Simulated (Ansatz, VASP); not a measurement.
**One calculation of Au, two programs**

The input INCAR:

```
ALGO = Normal ; EDIFF = 1E-6
ENCUT = 520 ; GGA = PE
ISIF = 2 ; ISMEAR = 0
LASPH = True ; LCHARG = False
LREAL = False ; LWAVE = False
NBANDS = 12 ; NELM = 100
PREC = Accurate ; SIGMA = 0.15
```

KPOINTS

```
k-points
0
Gamma
  20 20 20
```

POSCAR

```
Au
1.0
    0.0000000000      2.0761825000      2.0148175000
    2.0761825000      0.0000000000      2.0148175000
    2.0761825000      2.0761825000      0.0000000000
Au
1
Direct
    0.0000000000      0.0000000000      0.0000000000
```

Input for Ansatz:

```yaml
crystal:
  lattice:
    - [0.0, 2.0761825, 2.0148175]
    - [2.0761825, 0.0, 2.0148175]
    - [2.0761825, 2.0761825, 0.0]
  atoms:
    - { symbol: Au, position: [0.0, 0.0, 0.0] }
basis:
  ecutwfc: 420
kpoints:
  mp_grid: { grid: [20, 20, 20] }
hamiltonian:
  xc: pbe
scf:
  occupations: { method: gaussian, width: 0.15 }
output:
  forces: true
  stress: true
  eigenvalues: true
```

Change from the starting cell: strain +0.015 along x and y, -0.015 along z, atoms carried along.

Alike in both runs: task single point; functional PBE; k mesh 20 × 20 × 20; occupations gaussian, width 0.15 eV; no spin polarisation.

```csv
,VASP,Ansatz
version,VASP 6.6.1,Ansatz 0.2.0
potentials or method,"VASP PAW PBE potentials, release 64 (Au), cutoff 520 eV","scalar-relativistic, plane waves, PAW"
valence electrons in the cell,11,19
```

Ansatz gave:

| Item | Value |
| --- | --- |
| gap on the k mesh at the Fermi level (eV) | none |
| pressure (GPa) | 5.3 |
| traceless stress, the component that is largest in VASP (GPa) | 0.56 |

**Question.** Which values does VASP return?

**Answer.** gap on the k mesh at the Fermi level (eV): none; pressure (GPa): 5.1; traceless stress, the component that is largest in VASP (GPa): 0.56.

A gap of «none» marks a metal or a gap that the smearing closes. With one functional, cell and mesh, what is left measures potentials, basis and numerics. VASP's potentials hold 11 valence electrons a cell and Ansatz's 19, so a difference there can come from the potentials and not from the codes.

Spin-orbit coupling is off throughout.
